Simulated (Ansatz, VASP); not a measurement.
**BN: VASP beside Ansatz**

The input INCAR:

```
SYSTEM = BN
ALGO = Normal
EDIFF = 1E-6
ENCUT = 520
GGA = PE
ISIF = 2
ISMEAR = 0
LASPH = .True.
LCHARG = .False.
LREAL = .False.
LWAVE = .False.
NBANDS = 16
NELM = 60
PREC = Accurate
SIGMA = 0.05
```

KPOINTS

```
k-points
0
Gamma
  6 6 6
  0 0 0
```

The input POSCAR:

```
BN
1.0
    0.0000000000     -1.8123937734     -1.8123937734
   -1.8123937734      0.0000000000     -1.8123937734
    1.8123937734      1.8123937734     -3.6247875468
B N
2 2
Direct
   -0.0178204625      0.0188028347      0.0000000000
    0.5178204625      0.4811971653      0.5000000000
    0.3567631567      0.3942421690      0.8750000000
    0.8932368433      0.8557578310      0.3750000000
```

Input for Ansatz:

```yaml
crystal:
  lattice:
    - [0.0, -1.8123937734, -1.8123937734]
    - [-1.8123937734, 0.0, -1.8123937734]
    - [1.8123937734, 1.8123937734, -3.6247875468]
  atoms:
    - { symbol: B, position: [-0.0178204625, 0.0188028347, 0.0] }
    - { symbol: B, position: [0.5178204625, 0.4811971653, 0.5] }
    - { symbol: "N", position: [0.3567631567, 0.394242169, 0.875] }
    - { symbol: "N", position: [0.8932368433, 0.855757831, 0.375] }
basis:
  ecutwfc: 520.0
kpoints:
  mp_grid: { grid: [6, 6, 6] }
hamiltonian:
  xc: pbe
scf:
  occupations: { method: gaussian, width: 0.05 }
output:
  forces: true
  stress: true
  eigenvalues: true
```

Change from the starting cell: mode 4 frozen in at -0.034 Å and mode 5 at +0.034 Å (largest displacements).

Alike in both runs: task single point; functional PBE; k mesh 6 × 6 × 6; occupations gaussian, width 0.05 eV; no spin polarisation.

|  | VASP | Ansatz |
| --- | --- | --- |
| version | VASP 6.6.1 | Ansatz 0.2.0 |
| potentials or method | VASP PAW PBE potentials, release 64 (B, N), cutoff 520 eV | scalar-relativistic, plane waves, PAW |
| valence electrons in the cell | 16 | 16 |

|  | VASP | Ansatz | Ansatz less VASP |
| --- | --- | --- | --- |
| gap on the k mesh at the Fermi level (eV) | 4.41 | 4.42 | +0.011 |
| least direct gap on the mesh (eV) | 6.34 | 6.35 | +0.013 |
| pressure (GPa) | 0.2 | -0.1 | -0.21 |
| traceless stress, the component that is largest in VASP (GPa) | 0.53 | 0.53 | 0.000 |
| rms of the force components (eV/Å) | 0.295 | 0.295 | +0.0002 |

Atom by atom the forces differ by 0.000 eV/Å (rms over components). With one functional, cell and mesh, what is left measures potentials, basis and numerics.

The k mesh is coarse, so the values compare programs but aren't converged.
